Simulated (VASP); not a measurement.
# ZnSe (P4/nmm) in VASP: notebook

ZnSe is run at these levels: PBEsol; tasks: single point.

Program: VASP 6.6.1. These are calculated values, not measurements. Logs are shortened: lines on timing, memory, paths and dates and some standing lists are left out, and cuts for length are marked.

## 1. The cell of the first run

It takes space group P4/nmm (No. 129, tetragonal). Conventional cell: a = 3.963 Å, b = 3.963 Å, c = 5.441 Å, α = 90.00°, β = 90.00°, γ = 90.00°. Zn (site symmetry -4m2) has 4 Se at 2.30 Å and 4 Zn at 2.80 Å within 3.0 Å. Se (site symmetry 4mm) has 4 Zn at 2.30 Å within 3.0 Å.

## 2. Single point, PBEsol (atoms shifted along a free coordinate)

The input, INCAR:

```
ALGO     = Normal         # electronic algorithm
EDIFF    = 1E-6           # SCF threshold, eV
ENCUT    = 520            # plane-wave cutoff, eV
GGA      = PS             # functional
ISIF     = 2              # what is computed and relaxed
ISMEAR   = 0              # smearing method
LASPH    = T              # aspherical terms in the spheres
LCHARG   = F              # write CHGCAR
LREAL    = F              # projectors in reciprocal space
LWAVE    = F              # write WAVECAR
NBANDS   = 26             # bands
NELM     = 100            # most SCF steps
PREC     = Accurate       # precision mode
SIGMA    = 0.05           # smearing width, eV
```

The input, KPOINTS:

```
k-points
0
Gamma
  8 8 6
```

The input, POSCAR:

```
ZnSe
1.0
    3.9625030235      0.0000000000      0.0000000000
    0.0000000000      3.9625030235      0.0000000000
    0.0000000000      0.0000000000      5.4412877586
Zn Se
2 2
Direct
    0.0000000000      0.0000000000      0.0000000000
    0.5000000000      0.5000000000      0.0000000000
    0.0000000000      0.5000000000      0.2139048092
    0.5000000000      0.0000000000      0.7860951908
```

Potentials or basis: VASP PAW PBE potentials, release 64 (Zn, Se).

Launch:

```bash
$ cat potpaw_PBE.64/Zn/POTCAR potpaw_PBE.64/Se/POTCAR > POTCAR
$ mpirun -np 1 vasp_std > vasp.out
```

OUTCAR:

```text
EDIFF = 1E-6
   ENCUT = 520
   GGA = PS
   ISIF = 2
   ISMEAR = 0
   LASPH = T
   LREAL = F
   NELM = 100
   PREC = Accurate

 ion  position               nearest neighbor table
   1  0.000  0.000  0.000-   3 2.30   4 2.30   3 2.30   4 2.30   2 2.80   2 2.80   2 2.80   2 2.80

   2  0.500  0.500  0.000-   3 2.30   4 2.30   4 2.30   3 2.30   1 2.80   1 2.80   1 2.80   1 2.80

   3  0.000  0.500  0.214-   1 2.30   2 2.30   1 2.30   2 2.30
   4  0.500  0.000  0.786-   1 2.30   2 2.30   2 2.30   1 2.30

  LATTYP: Found a simple tetragonal cell.
 ALAT       =     3.9625030235
 C/A-ratio  =     1.3731946011

  Lattice vectors:

 A1 = (   3.9625030235,   0.0000000000,   0.0000000000)
 A2 = (   0.0000000000,   3.9625030235,   0.0000000000)
 A3 = (   0.0000000000,   0.0000000000,   5.4412877586)

Analysis of symmetry for initial positions (statically):
=====================================================================
 Subroutine PRICEL returns:
 Original cell was already a primitive cell.

 Routine SETGRP: Setting up the symmetry group for a
 simple tetragonal supercell.

 Subroutine GETGRP returns: Found 16 space group operations
 (whereof  8 operations were pure point group operations)
 out of a pool of 16 trial point group operations.

The static configuration has the point symmetry D_2d.
 The point group associated with its full space group is D_4h.

Analysis of symmetry for dynamics (positions and initial velocities):
=====================================================================
 Subroutine PRICEL returns:
 Original cell was already a primitive cell.

 Routine SETGRP: Setting up the symmetry group for a
 simple tetragonal supercell.

 Subroutine GETGRP returns: Found 16 space group operations
 (whereof  8 operations were pure point group operations)
 out of a pool of 16 trial point group operations.

The dynamic configuration has the point symmetry D_2d.
 The point group associated with its full space group is D_4h.

 Subroutine INISYM returns: Found 16 space group operations
 (whereof  8 operations are pure point group operations),
 and found     1 'primitive' translations

----------------------------------------------------------------------------------------

                                     Primitive cell

  volume of cell :      85.4360

  direct lattice vectors                    reciprocal lattice vectors
     3.962503024  0.000000000  0.000000000     0.252365738  0.000000000  0.000000000
     0.000000000  3.962503024  0.000000000     0.000000000  0.252365738  0.000000000
     0.000000000  0.000000000  5.441287759     0.000000000  0.000000000  0.183780025

  length of vectors
     3.962503024  3.962503024  5.441287759     0.252365738  0.252365738  0.183780025

  position of ions in fractional coordinates (direct lattice)
     0.000000000  0.000000000  0.000000000
     0.500000000  0.500000000  0.000000000
     0.000000000  0.500000000  0.213904809
     0.500000000  0.000000000  0.786095191

  ion indices of the primitive-cell ions
   primitive index   ion index
                 1           1
                 2           2
                 3           3
                 4           4

----------------------------------------------------------------------------------------

 KPOINTS: k-points

Automatic generation of k-mesh.
 Grid dimensions read from file:
 generate k-points for:    8    8    6

 Generating k-lattice:

  Cartesian coordinates                     Fractional coordinates (reciprocal lattice)
     0.031545717  0.000000000  0.000000000     0.125000000  0.000000000  0.000000000
     0.000000000  0.031545717  0.000000000     0.000000000  0.125000000  0.000000000
     0.000000000  0.000000000  0.030630004     0.000000000  0.000000000  0.166666667

  Length of vectors
     0.031545717  0.031545717  0.030630004

  Shift w.r.t. Gamma in fractional coordinates (k-lattice)
     0.000000000  0.000000000  0.000000000

 Subroutine IBZKPT returns following result:
 ===========================================

 Found     60 irreducible k-points:

 Following reciprocal coordinates:
            Coordinates               Weight
  0.000000  0.000000  0.000000      1.000000
  0.125000  0.000000  0.000000      4.000000
  0.250000  0.000000  0.000000      4.000000
  0.375000  0.000000  0.000000      4.000000
  0.500000  0.000000  0.000000      2.000000
  0.125000  0.125000  0.000000      4.000000
[... 16 lines left out ...]
  0.375000  0.125000  0.166667     16.000000
  0.500000  0.125000  0.166667      8.000000
 [... further k-points ...]
   k-points           NKPTS =     60   k-points in BZ     NKDIM =     60   number of bands    NBANDS=     26
   number of dos      NEDOS =    301   number of ions     NIONS =      4
   total plane-waves  NPLWV =  36000
   dimension x,y,z NGX =    30 NGY =   30 NGZ =   40
   dimension x,y,z NGXF=    60 NGYF=   60 NGZF=   80
   ions per type =               2   2
   NGX,Y,Z   is equivalent  to a cutoff of  12.59, 12.59, 12.22 a.u.
   NGXF,Y,Z  is equivalent  to a cutoff of  25.17, 25.17, 24.44 a.u.
 SYSTEM =  unknown system
   PREC   = accura    normal or accurate (medium, high low for compatibility)
   ISTART =      0    job   : 0-new  1-cont  2-samecut
   ICHARG =      2    charge: 1-file 2-atom 10-const
   ISPIN  =      1    spin polarized calculation?
   LNONCOLLINEAR =      F non collinear calculations
   LSORBIT =      F    spin-orbit coupling
   LASPH  =      T    aspherical Exc in radial PAW
   ENCUT  =  520.0 eV  38.22 Ry    6.18 a.u.   7.37  7.37 10.12*2*pi/ulx,y,z
   NELM   =    100;   NELMIN=  2; NELMDL= -5     # of ELM steps
   EDIFF  = 0.1E-05   stopping-criterion for ELM
   LREAL  =      F    real-space projection
   EDIFFG = 0.1E-04   stopping-criterion for IOM
   NSW    =      0    number of steps for IOM
   IBRION =     -1    ionic relax: 0-MD 1-quasi-New 2-CG
   NFREE  =      0    steps in history (QN), initial steepest desc. (CG)
   ISIF   =      2    stress and relaxation
   ISYM   =      2    0-nonsym 1-usesym 2-fastsym
   POTIM  = 0.5000    time-step for ionic-motion
   TEBEG  =    0.0;   TEEND  =   0.0 temperature during run
   PSTRESS=    0.0 pullay stress
   NELECT =      36.0000    total number of electrons
   NUPDOWN=      -1.0000    fix difference up-down
   EMIN   =  10.00;   EMAX   =-10.00  energy-range for DOS
   EFERMI =   0.00;   METHOD = LEGACY
   ISMEAR =     0;   SIGMA  =   0.05  broadening in eV -4-tet -1-fermi 0-gaus
   EFERMI_NEDOS =   21; number of points for ismear=-14 and -15
   IALGO  =     38    algorithm
   IMIX   =      4    mixing-type and parameters
     AMIX     =   0.40;   BMIX     =  1.00
     AMIX_MAG =   1.60;   BMIX_MAG =  1.00
  volume/ion in A,a.u.               =      21.36       144.14
  Fermi-wavevector in a.u.,A,eV,Ry     =   1.227332  2.319321 20.495049  1.506344
  Thomas-Fermi vector in A             =   2.362299
   LORBIT       =      0    0 simple, 1 ext, 2 COOP (PROOUT), +10 PAW based schemes
   GGA     = PS    functional components
   LHFCALC =     F    Hartree Fock is set to
   AEXX    =    0.0000 exact exchange contribution
   IVDW    =     0    specifies the selected vdW correction
   LEPSILON=     F    determine dielectric tensor
   LRPA    =     F    only Hartree local field effects (RPA)
 non-spin polarized calculation
 Gauss-broadening in eV      SIGMA  =   0.05
  energy-cutoff  :      520.00
  volume of cell :       85.44
 maximum number of plane-waves:      2349
 NGX is ok and might be reduce to    30
   NGX = 15   NGY = 15   NGZ = 21

 number of electron      36.0000029 magnetization

 Free energy of the ion-electron system (eV)
  ---------------------------------------------------
  ext. energy  EPLUGINS =         0.00000000
  ---------------------------------------------------
  free energy    TOTEN  =       -11.43538082 eV

  energy without entropy =      -11.43538082  energy(sigma->0) =      -11.43538082

 E-fermi :   2.4121     XC(G=0):  -9.5242

 val. band max:        2.1379751911   @ k =   0.0000   0.0000   0.0000
 cond. band min:       3.2149021603   @ k =   0.0000   0.0000   0.0000
 fundamental gap:      1.0769269692
 Fermi energy:         2.4120621653

 k-point     1 :       0.0000    0.0000    0.0000
  band No.  band energies     occupation
      1     -12.6850      2.00000
      2     -10.9905      2.00000
      3      -5.6661      2.00000
      4      -5.6661      2.00000
      5      -5.6564      2.00000
      6      -5.5769      2.00000
[... 18 lines left out ...]
     25      12.0283      0.00000
     26      12.0284      0.00000

 k-point     2 :       0.1250    0.0000    0.0000
  band No.  band energies     occupation
      1     -12.5915      2.00000
      2     -11.0028      2.00000
      3      -5.7095      2.00000
      4      -5.6880      2.00000
      5      -5.5674      2.00000
      6      -5.5125      2.00000
[... 18 lines left out ...]
     25      10.6987      0.00000
     26      10.8592      0.00000

 k-point     3 :       0.2500    0.0000    0.0000
  band No.  band energies     occupation
      1     -12.3283      2.00000
      2     -11.0661      2.00000
      3      -5.7047      2.00000
      4      -5.6816      2.00000
      5      -5.4384      2.00000
      6      -5.4026      2.00000
[... 18 lines left out ...]
     25       9.5871      0.00000
     26      10.7651      0.00000

 k-point     4 :       0.3750    0.0000    0.0000
  band No.  band energies     occupation
      1     -11.9505      2.00000
      2     -11.2392      2.00000
      3      -5.6441      2.00000
      4      -5.5866      2.00000
      5      -5.3911      2.00000
      6      -5.3808      2.00000
[... 18 lines left out ...]
     25       9.5552      0.00000
     26      10.9736      0.00000
[... 496 lines left out ...]
      1     -12.2233      2.00000
      2     -11.0782      2.00000
      3      -5.8547      2.00000
      4      -5.5390      2.00000
      5      -5.4522      2.00000
      6      -5.4138      2.00000
[... 18 lines left out ...]
     25       9.2143      0.00000
     26      11.5185      0.00000

 k-point    23 :       0.3750    0.1250    0.1667
  band No.  band energies     occupation
      1     -11.8626      2.00000
      2     -11.2160      2.00000
      3      -5.8298      2.00000
      4      -5.4844      2.00000
      5      -5.4439      2.00000
      6      -5.4013      2.00000
[... 18 lines left out ...]
     25       9.8119      0.00000
     26      10.9028      0.00000

 k-point    24 :       0.5000    0.1250    0.1667
  band No.  band energies     occupation
      1     -11.4920      2.00000
      2     -11.4920      2.00000
      3      -5.6957      2.00000
      4      -5.6957      2.00000
      5      -5.3623      2.00000
      6      -5.3623      2.00000
[... 18 lines left out ...]
     25      10.5923      0.00000
     26      10.5923      0.00000

 [... further k-points ...]

------------------------ aborting loop because EDIFF is reached ----------------------------------------

  FORCE on cell =-STRESS in cart. coord.  units (eV):
  Direction    XX          YY          ZZ          XY          YZ          ZX
  --------------------------------------------------------------------------------------
  -------------------------------------------------------------------------------------
  Total       11.4843565     11.4843565      9.5444778      0.0000000      0.0000000      0.0000000
  in kB      215.3656034    215.3656034    178.9871486      0.0000000      0.0000000      0.0000000
  external PRESSURE =     203.2394518 kB  Pullay stress =       0.0000000 kB

 VOLUME and BASIS-vectors are now :
 -----------------------------------------------------------------------------
  energy-cutoff  :      520.00
  volume of cell :       85.44
      direct lattice vectors                 reciprocal lattice vectors
     3.962503024  0.000000000  0.000000000     0.252365738  0.000000000  0.000000000
     0.000000000  3.962503024  0.000000000     0.000000000  0.252365738  0.000000000
     0.000000000  0.000000000  5.441287759     0.000000000  0.000000000  0.183780025

 POSITION                                       TOTAL-FORCE (eV/Angst)
 -----------------------------------------------------------------------------------
      0.00000      0.00000      0.00000        -0.000000      0.000000      0.000000
      1.98125      1.98125      0.00000         0.000000     -0.000000      0.000000
      0.00000      1.98125      1.16392         0.000000      0.000000      4.214813
      1.98125      0.00000      4.27737        -0.000000     -0.000000     -4.214813
 -----------------------------------------------------------------------------------
    total drift:                                0.000000      0.000000      0.000000

  FREE ENERGIE OF THE ION-ELECTRON SYSTEM (eV)
  ---------------------------------------------------
  free  energy   TOTEN  =       -11.4353808186 eV

  energy  without entropy=      -11.4353808186  energy(sigma->0) =      -11.43538082
```

It took 60 s on 1 thread of AMD EPYC 9R45 (Zen 5), shared host; peak memory 0.22 GiB.

What came out:

```
Free energy            : -11.4354 eV
Pressure               : 20.3 GPa
Largest force          : 4.215 eV/Å
Band gap on the k mesh : 1.08 eV
```

Forces on the atoms (eV/Å):
```
Zn   0.000  0.000  0.000
Zn   0.000  0.000  0.000
Se   0.000  0.000  4.215
Se   0.000  0.000 -4.215
```

Stress tensor (GPa, compression positive):
```
21.54  0.00  0.00
 0.00 21.54  0.00
 0.00  0.00 17.90
```

Levels at points of the mesh, in eV from the valence-band top:
```csv
k point,band 15,band 16,band 17,band 18,band 19,band 20,band 21,band 22
"(0.00, 0.00, 0.00)",-3.82,-0.30,-0.30,0.00,1.08,2.46,2.53,5.41
"(0.50, 0.00, 0.00)",-1.75,-1.75,-1.57,-1.57,2.99,2.99,6.76,6.76
"(0.50, 0.50, 0.00)",-2.80,-2.80,-2.63,-2.63,3.64,3.64,4.72,4.72
"(0.00, 0.00, 0.50)",-3.30,-1.34,-0.56,-0.56,1.24,3.38,4.38,4.67
"(0.50, 0.00, 0.50)",-1.71,-1.71,-0.75,-0.75,2.56,2.56,6.12,6.12
"(0.50, 0.50, 0.50)",-3.12,-3.12,-3.12,-3.12,5.40,5.40,7.01,7.01
```

Caveat: the cell differs from its parent crystal (atoms shifted along a free coordinate); the cell stands under pressure; the PAW data sets were made with another functional, which shifts forces and pressure a little.

## 3. Single point, PBEsol (atoms shifted along a free coordinate)

The input, INCAR:

```
SYSTEM = ZnSe
PREC = Accurate ; ENCUT = 520
EDIFF = 1E-6 ; ISMEAR = 0
SIGMA = 0.05 ; LREAL = .FALSE.
LASPH = .TRUE. ; NELM = 80
ALGO = Normal ; ISIF = 2
LWAVE = .FALSE. ; LCHARG = .FALSE.
GGA = PS ; NBANDS = 26
```

The input, KPOINTS:

```
regular mesh
0
G
  8 8 6
  0 0 0
```

Edit POSCAR of step 2 so:

```diff
@@ -10,3 +10,3 @@
     0.5000000000      0.5000000000      0.0000000000
-    0.0000000000      0.5000000000      0.2139048092
-    0.5000000000      0.0000000000      0.7860951908
+    0.0000000000      0.5000000000      0.2500800731
+    0.5000000000      0.0000000000      0.7499199269
```

Potentials or basis: VASP PAW PBE potentials, release 64 (Zn, Se).

Launch:

```bash
$ cat potpaw_PBE.64/Zn/POTCAR potpaw_PBE.64/Se/POTCAR > POTCAR
$ mpirun -np 1 vasp_std > vasp.out
```

Run time: 55 s. Hardware: 1 thread of AMD EPYC 9R45 (Zen 5), shared host; peak memory 0.22 GiB.

The run converged. Its results:

| Quantity | Value |
| --- | --- |
| Free energy | -12.6127 eV |
| Pressure | 8.5 GPa |
| Largest force | 1.762 eV/Å |
| Band gap on the k mesh | 1.49 eV |

Forces on the atoms (eV/Å):
```
Zn   0.000  0.000  0.000
Zn   0.000  0.000  0.000
Se   0.000  0.000  1.762
Se   0.000  0.000 -1.762
```

Stress tensor (GPa, compression positive):
```
8.27 0.00 0.00
0.00 8.27 0.00
0.00 0.00 8.95
```

Levels at points of the mesh, in eV from the valence-band top:
```csv
k point,band 16,band 17,band 18,band 19,band 20,band 21
"(0.00, 0.00, 0.00)",-0.23,-0.23,0.00,1.49,1.93,2.24
"(0.50, 0.00, 0.00)",-2.12,-1.38,-1.38,3.34,3.34,6.15
"(0.50, 0.50, 0.00)",-2.82,-2.61,-2.61,2.94,2.94,3.57
"(0.00, 0.00, 0.50)",-1.63,-0.72,-0.72,1.72,3.15,4.21
"(0.50, 0.00, 0.50)",-1.32,-0.91,-0.91,2.44,2.44,5.79
"(0.50, 0.50, 0.50)",-3.37,-3.24,-3.24,4.94,4.94,5.80
```

Caveat: the cell differs from its parent crystal (atoms shifted along a free coordinate); the cell stands under pressure; the PAW data sets were made with another functional, which shifts forces and pressure a little. A k mesh can miss the band edges.

## 4. Single point, PBEsol (atoms shifted along a free coordinate)

The input, INCAR:

```
PREC = Accurate
ENCUT = 520
EDIFF = 1E-6
ISMEAR = 0
SIGMA = 0.05
LREAL = F
LASPH = T
NELM = 80
ALGO = Normal
ISIF = 2
LWAVE = F
LCHARG = T
GGA = PS
LELF = T
LVHAR = T
NBANDS = 26
```

The input, KPOINTS:

```
regular mesh
0
Gamma
  8 8 6
```

The input, POSCAR:

```
ZnSe
1.0
    3.8287309347      0.0000000000      0.0000000000
    0.0000000000      3.8287309347      0.0000000000
    0.0000000000      0.0000000000      5.2575926485
Zn Se
2 2
Direct
    0.0000000000      0.0000000000      0.0000000000
    0.5000000000      0.5000000000      0.0000000000
    0.0000000000      0.5000000000      0.3224306008
    0.5000000000      0.0000000000      0.6775693992
```

Launch:

```bash
$ cat potpaw_PBE.64/Zn/POTCAR potpaw_PBE.64/Se/POTCAR > POTCAR
$ mpirun -np 1 vasp_std > vasp.out
```

It took 34 s on 1 thread of Intel Xeon 6975P-C (Granite Rapids), shared host; peak memory 0.24 GiB.

The run converged. Its results:

* Free energy: -12.4433 eV
* Pressure: 1.1 GPa
* Largest force: 1.590 eV/Å
* Band gap on the k mesh: 0.77 eV

Forces on the atoms (eV/Å):
```
Zn   0.000  0.000  0.000
Zn   0.000  0.000  0.000
Se   0.000  0.000 -1.590
Se   0.000  0.000  1.590
```

Stress tensor (GPa, compression positive):
```
 4.17  0.00  0.00
 0.00  4.17  0.00
 0.00  0.00 -5.02
```

Levels at points of the mesh, in eV from the valence-band top:
```
           k point  band 16  band 17  band 18  band 19  band 20  band 21
(0.00, 0.00, 0.00)    -1.71     0.00     0.00     0.77     1.90     2.99
(0.50, 0.00, 0.00)    -3.78    -1.35    -1.35     3.60     3.60     3.89
(0.50, 0.50, 0.00)    -3.27    -2.50    -2.50     1.16     1.16     1.21
(0.00, 0.00, 0.50)    -1.99    -1.81    -1.81     2.54     3.03     3.67
(0.50, 0.00, 0.50)    -1.24    -1.21    -1.21     1.29     1.29     5.02
(0.50, 0.50, 0.50)    -4.36    -4.16    -4.16     3.93     3.93     4.35
```

Caveat: the cell differs from its parent crystal (atoms shifted along a free coordinate); the PAW data sets were made with another functional, which shifts forces and pressure a little. A k mesh can miss the band edges.

## 5. Overview

| cell | gap on the mesh (eV) | pressure (GPa) | largest force (eV/Å) |
| --- | --- | --- | --- |
| a = 3.963, b = 3.963, c = 5.441 Å, 4 atoms, atomic positions A | 1.08 | 20.3 | 4.21 |
| a = 3.963, b = 3.963, c = 5.441 Å, 4 atoms, atomic positions B | 1.49 | 8.5 | 1.76 |
| a = 3.829, b = 3.829, c = 5.258 Å, 4 atoms, atomic positions C | 0.77 | 1.1 | 1.59 |

Alike in all rows: task single point; level PBEsol; potentials or basis VASP PAW PBE potentials, release 64 (Zn, Se); no spin polarisation; k mesh 8 × 8 × 6; cutoff (eV) 520; smearing gaussian 0.05 eV.

Caveats: the PAW data sets were made with another functional, which shifts forces and pressure a little; the cell stands under pressure (at least some runs).

Total energies depend on the potentials used, so only differences within one code and one set of settings carry meaning.
